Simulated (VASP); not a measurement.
Here is a VASP 6.6.1 calculation.

The input INCAR:

```
  PREC = Accurate
  ENCUT = 520
  EDIFF = 1E-7
  ISMEAR = 0
  SIGMA = 0.1
  LREAL = F
  LASPH = T
  NELM = 80
  ALGO = Normal
  ISIF = 2
  LWAVE = F
  LCHARG = F
  LDIPOL = T
  IDIPOL = 3
  DIPOL = 0.5 0.5 0.282
  GGA = PE
  NBANDS = 80
```

Contents of KPOINTS:

```
regular mesh
0
Gamma
  5 5 1
```

Contents of POSCAR:

```
Cu6H
1.0
    5.1332392722      0.0000000000      0.0000000000
    0.0000000000      5.1332392722      0.0000000000
    0.0000000000      0.0000000000     21.5289058579
Cu H
12 2
Direct
    0.2500000000      0.2500000000      0.1857967157
    0.2500000000      0.7500000000      0.1857967157
    0.7500000000      0.2500000000      0.1857967157
    0.7500000000      0.7500000000      0.1857967157
    0.0000000000      0.0000000000      0.2677566944
    0.0000000000      0.5000000000      0.2677566944
    0.5000000000      0.0000000000      0.2677566944
    0.5000000000      0.5000000000      0.2677566944
    0.2500000000      0.2500000000      0.3497114952
    0.2500000000      0.7500000000      0.3497114952
    0.7500000000      0.2500000000      0.3497114952
    0.7500000000      0.7500000000      0.3497114952
    0.1604853728      1.0000000000      0.3706136257
    0.3395146272      1.0000000000      0.3706136257
```

Potentials or basis: VASP PAW PBE potentials, release 64 (Cu, H).

Command:

```bash
$ cat potpaw_PBE.64/Cu/POTCAR potpaw_PBE.64/H/POTCAR > POTCAR
$ mpirun -np 1 vasp_std > vasp.out
```

Q: What does it give for the largest force?

A: 4.807 eV/Å.

Q: Estimate the band gap on the k mesh.

A: Zero (bands 67 and 68 overlap by 0.40 eV).

Forces on the atoms (eV/Å):
```
Cu   0.000 -0.027  0.010
Cu   0.000  0.027  0.010
Cu   0.000  0.006 -0.043
Cu   0.000 -0.006 -0.043
Cu  -0.313  0.000 -0.581
Cu   0.106  0.000 -0.059
Cu   0.313  0.000 -0.581
Cu  -0.106  0.000 -0.059
Cu   0.000  4.615 -1.345
Cu   0.000 -4.615 -1.345
Cu   0.000  0.237  0.000
Cu   0.000 -0.237  0.000
H   -3.398  0.000  2.017
H    3.398  0.000  2.017
```
